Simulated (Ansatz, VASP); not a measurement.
# Os in VASP and in Ansatz

File INCAR:

```
SYSTEM = Os
PREC = Accurate
ENCUT = 520
EDIFF = 1E-8
ISMEAR = -1
SIGMA = 0.08
LREAL = .False.
LASPH = .True.
NELM = 150
ALGO = Normal
ISIF = 2
LWAVE = .False.
LCHARG = .False.
MAGMOM = 0 0 0 0 0 0
LORBIT = 11
LSORBIT = .True.
GGA_COMPAT = .False.
LORBMOM = .True.
LMAXMIX = 4
GGA = PE
LEFG = .True.
NBANDS = 28
```

Contents of KPOINTS:

```
regular mesh
0
Gamma
  17 17 10
  0 0 0
```

POSCAR

```
Os
1.0
    2.7340999755      0.0000000000      0.0000000000
   -1.3670499878      2.3678000353      0.0000000000
    0.0000000000      0.0000000000      4.3197000000
Os
2
Direct
    0.3333333333      0.6666666667      0.2500000000
    0.6666666667      0.3333333333      0.7500000000
```

Input for Ansatz:

```yaml
crystal:
  lattice:
    - [2.7340999755, 0.0, 0.0]
    - [-1.3670499878, 2.3678000353, 0.0]
    - [0.0, 0.0, 4.3197]
  atoms:
    - { symbol: Os, position: [0.3333333333, 0.6666666667, 0.25] }
    - { symbol: Os, position: [0.6666666667, 0.3333333333, 0.75] }
kpoints:
  mp_grid: { grid: [17, 17, 10] }
  band_path:
    path:
      - [0.0, 0.0, 0.0]
      - [0.5, 0.0, 0.0]
      - [0.3333333333, 0.3333333333, 0.0]
      - [0.0, 0.0, 0.0]
      - [0.0, 0.0, 0.5]
      - [0.5, 0.0, 0.5]
      - [0.3333333333, 0.3333333333, 0.5]
      - [0.0, 0.0, 0.5]
      - [0.5, 0.0, 0.5]
    npoints: 5
scf:
  occupations: { method: fermi_dirac, width: 0.08 }
hamiltonian:
  xc: pbe
  pseudopotentials: { kind: paw_fr }
output:
  forces: true
  stress: true
  eigenvalues: true
  efg: { contact_densities: true }
  write_density: true
  write_potential: true
  elf: true
  volumetric_format: npy
magnetization:
  noncollinear: true
  spin_orbit: true
```

Alike in both runs: task electric field gradients; functional PBE; k mesh 17 × 17 × 10; occupations fermi-dirac, width 0.08 eV; non-collinear spin, spin-orbit coupling.

```csv
,VASP,Ansatz
version,VASP 6.6.1,Ansatz 0.2.0
potentials or method,"VASP PAW PBE potentials, release 64 (Os)","PAW with Ansatz's default frozen-core files, fully relativistic files with spin-orbit coupling"
plane-wave cutoff (eV),520,420
valence electrons in the cell,16,32
```

|  | VASP | Ansatz | Ansatz less VASP |
| --- | --- | --- | --- |
| pressure (GPa) | 9.1 | 9.0 | -0.07 |
| traceless stress, the component that is largest in VASP (GPa) | -0.43 | -0.40 | +0.030 |
| size of Vzz on the site where it differs most (V/Å²) | 76.9 | 58.6 | -18.34 |

VASP's potentials hold 16 valence electrons a cell and Ansatz's 32, so a difference there can come from the potentials and not from the codes.
